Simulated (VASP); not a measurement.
Here is a VASP 6.6.1 calculation.

The input INCAR:

```
SYSTEM = Zn2SeS
  ALGO = Normal
  DIPOL = 0.5 0.5 0.295
  EDIFF = 1E-6
  ENCUT = 520
  GGA = PE
  IDIPOL = 3
  ISIF = 2
  ISMEAR = 0
  LASPH = .TRUE.
  LCHARG = .FALSE.
  LDIPOL = .TRUE.
  LREAL = .FALSE.
  LWAVE = .FALSE.
  NBANDS = 26
  NELM = 80
  PREC = Accurate
  SIGMA = 0.02
```

File KPOINTS:

```
k-points
0
G
  12 12 1
  0 0 0
```

The input POSCAR:

```
Zn2SeS
1.0
    3.9992146511     -0.0000002965      0.0000000000
   -1.9996070688      3.4634216313      0.0000000000
    0.0000000000      0.0000000000     30.4067200000
Zn Se S
2 1 1
Direct
    0.3333333333      0.6666666667      0.3251403543
    0.6666666667      0.3333333333      0.2604516639
    0.6666666667      0.3333333333      0.3500672223
    0.3333333333      0.6666666667      0.2423698267
```

Potentials or basis: VASP PAW PBE potentials, release 64 (Zn, Se, S).

Launch:

```bash
$ cat potpaw_PBE.64/Zn/POTCAR potpaw_PBE.64/Se/POTCAR potpaw_PBE.64/S/POTCAR > POTCAR
$ mpirun -np 1 vasp_std > vasp.out
```

Q: What does it give for the band gap on the k mesh?

A: 1.75 eV.

Q: What does it give for the largest force?

A: 0.026 eV/Å.

Forces in eV/Å, atoms in the order of the input:
```
Zn   0.000  0.000 -0.012
Zn   0.000  0.000  0.010
Se   0.000  0.000  0.026
S    0.000  0.000 -0.024
```
